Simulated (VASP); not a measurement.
Here is a VASP 6.6.1 calculation.

File INCAR:

```
ALGO = Fast
EDIFF = 1E-7
EDIFFG = -0.01
ENCUT = 600
GGA = PE
IBRION = 2
ISIF = 3
ISMEAR = 0
LASPH = True
LCHARG = False
LREAL = False
LWAVE = False
NELM = 100
NSW = 100
PREC = Accurate
SIGMA = 0.1
```

Contents of KPOINTS:

```
k-points
0
Gamma
  12 12 10
```

POSCAR

```
Al3Pd
1.0
    4.4553824152      0.0000000000      0.0000000000
   -2.2276912076      3.8584743552      0.0000000000
    0.0000000000      0.0000000000      4.8867474755
Al Pd
3 1
Direct
    0.3333333333      0.6666666667      0.0000000000
    0.6666666667      0.3333333333      0.0000000000
    0.0000000000      0.0000000000      0.5000000000
    0.0000000000      0.0000000000      0.0000000000
```

Potentials or basis: VASP PAW PBE potentials, release 64 (Al, Pd).

The run is started by

```bash
$ cat potpaw_PBE.64/Al/POTCAR potpaw_PBE.64/Pd/POTCAR > POTCAR
$ mpirun -np 1 vasp_std > vasp.out
```

Task: What does it give for the space group after relaxing (to 0.1 Å)?

Result: P6/mmm (No. 191).

Task: Estimate the band gap on the k mesh.

Result: Zero (an odd number of electrons rules out a gap without spin polarisation).

Task: Predict the relaxed volume.

Result: 20.94 Å³/atom.

The path:
```tsv
step	energy change (eV)	largest force (eV/Å)	pressure (GPa)	volume (Å³)
1	0.0000	0.0000	0.19	84.01
2	-0.0087	0.0000	-0.51	84.31
3	-0.0090	0.0000	-0.42	84.27
4	-0.0096	0.0000	0.11	83.63
5	-0.0097	0.0000	-0.01	83.78
```
